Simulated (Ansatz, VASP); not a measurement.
**Al in VASP and in Ansatz**

```xyz
1
Lattice="0.0000 2.0207 2.0207 2.0207 0.0000 2.0207 2.0207 2.0207 0.0000" Properties=species:S:1:pos:R:3 pbc="T T T"
Al    0.0000    0.0000    0.0000
```

Alike in both runs: functional PBE; k mesh 22 × 22 × 22; occupations fermi-dirac, width 0.05 eV; no spin polarisation.

Ansatz relaxed the structure, and its values are those at the end. VASP's run is a single point on that final structure, the one shown.

```csv
,VASP,Ansatz
version,VASP 6.6.1,Ansatz 0.2.0
potentials or method,"VASP PAW PBE potentials, release 64 (Al)","PAW with Ansatz's default frozen-core files, scalar-relativistic"
plane-wave cutoff (eV),520,420
valence electrons in the cell,3,3
```

```csv
,VASP,Ansatz,Ansatz less VASP
pressure (GPa),0.0,0.0,+0.04
```

The functional is the same, so the differences come from potentials, cutoffs and numerics.
